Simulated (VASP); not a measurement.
# Ta (Im-3m) in VASP: a series of runs

Runs on Ta. Level: PBE. Tasks: relaxation of cell and atoms, single point.

Everything below comes from runs of VASP 6.6.1. Logs are shortened: lines on timing, memory, paths and dates and some standing lists are left out, and cuts for length are marked.

**1. The cell of the first run**

Symmetry: Im-3m, No. 229, cubic system. Conventional cell: a = 3.308 Å, b = 3.308 Å, c = 3.308 Å, α = 90.00°, β = 90.00°, γ = 90.00°. Ta (site symmetry m-3m) has 14 Ta at 2.86 to 3.31 Å within 3.8 Å.

**2. Relaxation of cell and atoms, PBE**

Contents of INCAR:

```
  PREC = Accurate
  ENCUT = 600
  EDIFF = 1E-6
  ISMEAR = 0
  SIGMA = 0.1
  LREAL = F
  LASPH = T
  NELM = 60
  ALGO = Fast
  ISIF = 3
  LWAVE = F
  LCHARG = F
  GGA = PE
  IBRION = 2
  NSW = 80
  EDIFFG = -0.01
```

Contents of KPOINTS:

```
regular mesh
0
Gamma
  18 18 18
```

Contents of POSCAR:

```
Ta
1.0
   -1.6539927006      1.6539927006      1.6539927006
    1.6539927006     -1.6539927006      1.6539927006
    1.6539927006      1.6539927006     -1.6539927006
Ta
1
Direct
    0.0000000000      0.0000000000      0.0000000000
```

Potentials or basis: VASP PAW PBE potentials, release 64 (Ta_pv).

The run is started by

```console
cat potpaw_PBE.64/Ta_pv/POTCAR > POTCAR
mpirun -np 1 vasp_std > vasp.out
```

OUTCAR:

```text
PREC = Accurate
   ENCUT = 600
   EDIFF = 1E-6
   ISMEAR = 0
   LREAL = F
   LASPH = T
   NELM = 60
   ISIF = 3
   GGA = PE
   IBRION = 2
   NSW = 80
   EDIFFG = -0.01

 ion  position               nearest neighbor table
   1  0.000  0.000  0.000-

  LATTYP: Found a body centered cubic cell.
 ALAT       =     3.3079854012

  Lattice vectors:

 A1 = (  -1.6539927006,   1.6539927006,   1.6539927006)
 A2 = (   1.6539927006,  -1.6539927006,   1.6539927006)
 A3 = (   1.6539927006,   1.6539927006,  -1.6539927006)

Analysis of symmetry for initial positions (statically):
=====================================================================
 Subroutine PRICEL returns:
 Original cell was already a primitive cell.

 Routine SETGRP: Setting up the symmetry group for a
 body centered cubic supercell.

 Subroutine GETGRP returns: Found 48 space group operations
 (whereof 48 operations were pure point group operations)
 out of a pool of 48 trial point group operations.

The static configuration has the point symmetry O_h .

Analysis of symmetry for dynamics (positions and initial velocities):
=====================================================================
 Subroutine PRICEL returns:
 Original cell was already a primitive cell.

 Routine SETGRP: Setting up the symmetry group for a
 body centered cubic supercell.

 Subroutine GETGRP returns: Found 48 space group operations
 (whereof 48 operations were pure point group operations)
 out of a pool of 48 trial point group operations.

The dynamic configuration has the point symmetry O_h .

 Subroutine INISYM returns: Found 48 space group operations
 (whereof 48 operations are pure point group operations),
 and found     1 'primitive' translations

----------------------------------------------------------------------------------------

                                     Primitive cell

  volume of cell :      18.0993

  direct lattice vectors                    reciprocal lattice vectors
    -1.653992701  1.653992701  1.653992701     0.000000000  0.302298795  0.302298795
     1.653992701 -1.653992701  1.653992701     0.302298795  0.000000000  0.302298795
     1.653992701  1.653992701 -1.653992701     0.302298795  0.302298795  0.000000000

  length of vectors
     2.864799393  2.864799393  2.864799393     0.427515055  0.427515055  0.427515055

  position of ions in fractional coordinates (direct lattice)
     0.000000000  0.000000000  0.000000000

  ion indices of the primitive-cell ions
   primitive index   ion index
                 1           1

----------------------------------------------------------------------------------------

 KPOINTS: regular mesh

Automatic generation of k-mesh.
 Grid dimensions read from file:
 generate k-points for:   18   18   18

 Generating k-lattice:

  Cartesian coordinates                     Fractional coordinates (reciprocal lattice)
     0.000000000  0.016794377  0.016794377     0.055555556  0.000000000  0.000000000
     0.016794377  0.000000000  0.016794377     0.000000000  0.055555556  0.000000000
     0.016794377  0.016794377  0.000000000     0.000000000  0.000000000  0.055555556

  Length of vectors
     0.023750836  0.023750836  0.023750836

  Shift w.r.t. Gamma in fractional coordinates (k-lattice)
     0.000000000  0.000000000  0.000000000

 Subroutine IBZKPT returns following result:
 ===========================================

 Found    195 irreducible k-points:

 Following reciprocal coordinates:
            Coordinates               Weight
  0.000000  0.000000  0.000000      1.000000
  0.055556  0.000000  0.000000     12.000000
  0.111111  0.000000  0.000000     12.000000
  0.166667  0.000000  0.000000     12.000000
  0.222222  0.000000  0.000000     12.000000
  0.277778  0.000000  0.000000     12.000000
[... 16 lines left out ...]
  0.333333  0.111111  0.000000     48.000000
  0.388889  0.111111 -0.000000     48.000000
 [... further k-points ...]
   k-points           NKPTS =    195   k-points in BZ     NKDIM =    195   number of bands    NBANDS=      9
   number of dos      NEDOS =    301   number of ions     NIONS =      1
   total plane-waves  NPLWV =  13824
   dimension x,y,z NGX =    24 NGY =   24 NGZ =   24
   dimension x,y,z NGXF=    48 NGYF=   48 NGZF=   48
   ions per type =               1
   NGX,Y,Z   is equivalent  to a cutoff of  13.93, 13.93, 13.93 a.u.
   NGXF,Y,Z  is equivalent  to a cutoff of  27.85, 27.85, 27.85 a.u.
 SYSTEM =  unknown system
   PREC   = accura    normal or accurate (medium, high low for compatibility)
   ISTART =      0    job   : 0-new  1-cont  2-samecut
   ICHARG =      2    charge: 1-file 2-atom 10-const
   ISPIN  =      1    spin polarized calculation?
   LNONCOLLINEAR =      F non collinear calculations
   LSORBIT =      F    spin-orbit coupling
   LASPH  =      T    aspherical Exc in radial PAW
   ENCUT  =  600.0 eV  44.10 Ry    6.64 a.u.   5.72  5.72  5.72*2*pi/ulx,y,z
   NELM   =     60;   NELMIN=  2; NELMDL= -5     # of ELM steps
   EDIFF  = 0.1E-05   stopping-criterion for ELM
   LREAL  =      F    real-space projection
   EDIFFG = -.1E-01   stopping-criterion for IOM
   NSW    =     80    number of steps for IOM
   IBRION =      2    ionic relax: 0-MD 1-quasi-New 2-CG
   NFREE  =      1    steps in history (QN), initial steepest desc. (CG)
   ISIF   =      3    stress and relaxation
   ISYM   =      2    0-nonsym 1-usesym 2-fastsym
   POTIM  = 0.5000    time-step for ionic-motion
   TEBEG  =    0.0;   TEEND  =   0.0 temperature during run
   PSTRESS=    0.0 pullay stress
   NELECT =      11.0000    total number of electrons
   NUPDOWN=      -1.0000    fix difference up-down
   EMIN   =  10.00;   EMAX   =-10.00  energy-range for DOS
   EFERMI =   0.00;   METHOD = LEGACY
   ISMEAR =     0;   SIGMA  =   0.10  broadening in eV -4-tet -1-fermi 0-gaus
   EFERMI_NEDOS =   21; number of points for ismear=-14 and -15
   IALGO  =     68    algorithm
   IMIX   =      4    mixing-type and parameters
     AMIX     =   0.40;   BMIX     =  1.00
     AMIX_MAG =   1.60;   BMIX_MAG =  1.00
  volume/ion in A,a.u.               =      18.10       122.14
  Fermi-wavevector in a.u.,A,eV,Ry     =   1.386709  2.620501 26.163501  1.922963
  Thomas-Fermi vector in A             =   2.511000
   LORBIT       =      0    0 simple, 1 ext, 2 COOP (PROOUT), +10 PAW based schemes
   GGA     = PE    functional components
   LHFCALC =     F    Hartree Fock is set to
   AEXX    =    0.0000 exact exchange contribution
   IVDW    =     0    specifies the selected vdW correction
   LEPSILON=     F    determine dielectric tensor
   LRPA    =     F    only Hartree local field effects (RPA)
 conjugate gradient relaxation of ions
 non-spin polarized calculation
 RMM-DIIS sequential band-by-band and
 Gauss-broadening in eV      SIGMA  =   0.10
  energy-cutoff  :      600.00
  volume of cell :       18.10
 maximum number of plane-waves:       619
   NGX = 11   NGY = 11   NGZ = 11

--------------------------------------- Ionic step        1  -------------------------------------------

 number of electron      11.0000002 magnetization

 Free energy of the ion-electron system (eV)
  ---------------------------------------------------
  ext. energy  EPLUGINS =         0.00000000
  ---------------------------------------------------
  free energy    TOTEN  =       -11.81534767 eV

  energy without entropy =      -11.80928122  energy(sigma->0) =      -11.81231444

------------------------ aborting loop because EDIFF is reached ----------------------------------------

  FORCE on cell =-STRESS in cart. coord.  units (eV):
  Direction    XX          YY          ZZ          XY          YZ          ZX
  --------------------------------------------------------------------------------------
  -------------------------------------------------------------------------------------
  Total        0.2319143      0.2319143      0.2319143     -0.0000000     -0.0000000     -0.0000000
  in kB       20.5294513     20.5294513     20.5294513     -0.0000000     -0.0000000     -0.0000000
  external PRESSURE =      20.5294513 kB  Pullay stress =       0.0000000 kB
[... 55 lines left out ...]
  energy  without entropy=      -11.8045431257  energy(sigma->0) =      -11.80763899

--------------------------------------- Ionic step        3  -------------------------------------------

 number of electron      11.0000001 magnetization

 Free energy of the ion-electron system (eV)
  ---------------------------------------------------
  ext. energy  EPLUGINS =         0.00000000
  ---------------------------------------------------
  free energy    TOTEN  =       -11.81655343 eV

  energy without entropy =      -11.81046475  energy(sigma->0) =      -11.81350909

 E-fermi :   5.3723     XC(G=0): -12.5395

 val. band max:        5.3520848757   @ k =   0.1111   0.1111   0.0000
 cond. band min:       5.3736956414   @ k =   0.3333   0.1667   0.0556
 fundamental gap:      0.0216107657
 Fermi energy:         5.3723064756

 k-point     1 :       0.0000    0.0000    0.0000
  band No.  band energies     occupation
      1     -27.7691      2.00000
      2     -27.7691      2.00000
      3     -27.7691      2.00000
      4      -2.4945      2.00000
      5       6.0972      0.00000
      6       6.0972      0.00000
      7       6.0972      0.00000
      8       9.3161      0.00000
      9       9.3161      0.00000
[... 265 lines left out ...]
 k-point    24 :       0.3889    0.1111   -0.0000
  band No.  band energies     occupation
      1     -28.8155      2.00000
      2     -28.1607      2.00000
      3     -27.8245      2.00000
      4       1.4364      2.00000
      5       3.9814      2.00000
      6       5.9772      0.00000
      7       9.0619      0.00000
      8      10.3279      0.00000
      9      13.1117      0.00000

 [... further k-points ...]
[... 5 lines left out ...]
  --------------------------------------------------------------------------------------
  -------------------------------------------------------------------------------------
  Total        0.0012253      0.0012253      0.0012253      0.0000000     -0.0000000      0.0000000
  in kB        0.1073317      0.1073317      0.1073317      0.0000000     -0.0000000      0.0000000
  external PRESSURE =       0.1073317 kB  Pullay stress =       0.0000000 kB
[... 16 lines left out ...]
  FREE ENERGIE OF THE ION-ELECTRON SYSTEM (eV)
  ---------------------------------------------------
  free  energy   TOTEN  =       -11.8165534309 eV

  energy  without entropy=      -11.8104647529  energy(sigma->0) =      -11.81350909

 reached required accuracy - stopping structural energy minimisation
```

It took 44 s on 1 thread of Intel Xeon Platinum 8488C (Sapphire Rapids), shared host; peak memory 0.18 GiB.

Results:

| Item | Value |
| --- | --- |
| Free energy | -11.8166 eV |
| Relaxed volume | 18.29 Å³/atom |
| Relaxed cell | a = 2.875 Å, b = 2.875 Å, c = 2.875 Å, α = 109.47°, β = 109.47°, γ = 109.47° |
| Space group after relaxing (to 0.05 Å) | Im-3m (No. 229) |
| Energy gained by relaxing | 1.2 meV/atom |
| Ionic steps | 3 |
| Pressure after relaxing | 0.0 GPa |

Step by step:
```csv
step,energy change (eV),largest force (eV/Å),pressure (GPa),volume (Å³)
1,0.0000,0.0000,2.05,18.10
2,0.0046,0.0000,-4.32,18.71
3,-0.0012,0.0000,0.01,18.29
```

Final structure:
```
CELL_PARAMETERS angstrom
-1.65979 1.65979 1.65979
1.65979 -1.65979 1.65979
1.65979 1.65979 -1.65979
ATOMIC_POSITIONS crystal
Ta 0.00000 0.00000 0.00000
```

Caveat: spin-orbit coupling is left out, which moves the levels of the heavy elements. PBE usually gives volumes a little too large and moduli too small.

(Continued in part 2 of 2.)
